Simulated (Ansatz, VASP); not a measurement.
# Al3Cl: VASP beside Ansatz

```xyz
4
Lattice="0.0000 3.3784 3.3784 3.3784 0.0000 3.3784 3.3784 3.3784 0.0000" Properties=species:S:1:pos:R:3 pbc="T T T"
Al    3.3784    3.3784    3.3784
Al    1.6892    1.6892    1.6892
Al    5.0676    5.0676    5.0676
Cl    0.0000    0.0000    0.0000
```

Alike in both runs: functional PBE; k mesh 5 × 5 × 5; occupations gaussian, width 0.2 eV; no spin polarisation.

Ansatz relaxed the structure, and its values are those at the end. VASP's run is a single point on that final structure, the one shown.

```csv
,VASP,Ansatz
version,VASP 6.6.1,Ansatz 0.2.0
potentials or method,"VASP PAW PBE potentials, release 64 (Al, Cl), cutoff 500 eV","scalar-relativistic, plane waves, PAW"
valence electrons in the cell,16,16
```

|  | VASP | Ansatz | Ansatz less VASP |
| --- | --- | --- | --- |
| gap on the k mesh at the Fermi level (eV) | none | none | - |
| pressure (GPa) | -0.1 | -0.1 | +0.04 |

A gap of «none» marks a metal or a gap that the smearing closes.
